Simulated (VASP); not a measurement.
Here is a VASP 6.6.1 calculation.

The input POSCAR:

```
Ta
1.0
   -1.6512800000      1.6512800000      1.6512800000
    1.6512800000     -1.6512800000      1.6512800000
    1.6512800000      1.6512800000     -1.6512800000
Ta
1
Direct
    0.0000000000      0.0000000000      0.0000000000
```

INCAR.step1

```
SYSTEM = Ta
  PREC = Accurate
  ENCUT = 550
  ISMEAR = -1
  SIGMA = 0.05
  LREAL = .False.
  LASPH = .True.
  NELM = 120
  NBANDS = 12
  GGA = PE
  ALGO = Normal
  EDIFF = 1E-5
  LWAVE = .True.
  LCHARG = .False.
  GGA_COMPAT = .False.
```

The input INCAR.step2:

```
SYSTEM = Ta
  PREC = Accurate
  ENCUT = 550
  EDIFF = 1E-6
  ISMEAR = -1
  SIGMA = 0.05
  LREAL = .False.
  LASPH = .True.
  NELM = 120
  ALGO = Normal
  ISIF = 2
  LWAVE = .False.
  LCHARG = .True.
  METAGGA = R2SCAN
  LMIXTAU = .True.
  LELF = .True.
  LVHAR = .True.
  NBANDS = 12
  ISTART = 1
  GGA_COMPAT = .False.
```

File KPOINTS:

```
regular mesh
0
Gamma
  11 11 11
  0 0 0
```

Potentials or basis: VASP PAW PBE potentials, release 64 (Ta_sv_GW).

Launch:

```bash
$ cat potpaw_PBE.64/Ta_sv_GW/POTCAR > POTCAR
$ cp INCAR.step1 INCAR
$ mpirun -np 1 vasp_std > vasp.out
$ cp INCAR.step2 INCAR
$ mpirun -np 1 vasp_std > vasp.out
```

Predict the pressure.

-0.9 GPa.

Estimate the band gap on the k mesh.

zero (an odd number of electrons rules out a gap without spin polarisation).

Caveat: the PAW data sets were made with another functional, which shifts forces and pressure a little; spin-orbit coupling is left out, which moves the levels of the heavy elements.
